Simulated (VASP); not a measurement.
Write the native input for VASP 6.6.1 that does the following.

```
Task                   : electric field gradients
Functional             : PBE
Potentials or basis    : VASP PAW PBE potentials, release 64 (K_sv, F)
Cutoff                 : 520 eV
k mesh                 : 11 × 11 × 6
Occupations            : fermi-dirac, width 0.03 eV
Spin                   : no spin polarisation
Dipole correction      : no
Further INCAR settings : ALGO = Normal; EDIFF = 1e-08; NBANDS = 24
```

The structure of KF (wurtzite type) lies in POSCAR:

```
KF
1.0
    4.5474626899      0.0000000000      0.0000000000
   -2.2737313450      3.9382182122      0.0000000000
    0.0000000000      0.0000000000      5.3752234355
K F
2 2
Direct
    0.3333333333      0.6666666667     -0.0619980745
    0.6666666667      0.3333333333      0.4380019255
    0.3333333333      0.6666666667      0.4379980745
    0.6666666667      0.3333333333      0.9379980745
```

The input as run:

INCAR

```
SYSTEM = KF
ALGO = Normal ; EDIFF = 1E-8
ENCUT = 520 ; GGA = PE
ISIF = 2 ; ISMEAR = -1
LASPH = .TRUE. ; LCHARG = .FALSE.
LEFG = .TRUE. ; LREAL = .FALSE.
LWAVE = .FALSE. ; NBANDS = 24
NELM = 100 ; PREC = Accurate
SIGMA = 0.03
```

KPOINTS

```
k-points
0
G
  11 11 6
  0 0 0
```

Potentials or basis: VASP PAW PBE potentials, release 64 (K_sv, F).

Launch:

```bash
$ cat potpaw_PBE.64/K_sv/POTCAR potpaw_PBE.64/F/POTCAR > POTCAR
$ mpirun -np 1 vasp_std > vasp.out
```

Results of the run:

```yaml
Pressure: 0.0 GPa
Band_gap_on_the_k_mesh: 5.23 eV, direct
```

Caveat: without QUAD_EFG the Cq values of the log hold for a quadrupole moment of 1 mb, not for the nuclei.

Wall time 2.7 min on 1 thread of Intel Xeon 6975P-C (shared host), peak memory 0.29 GiB.
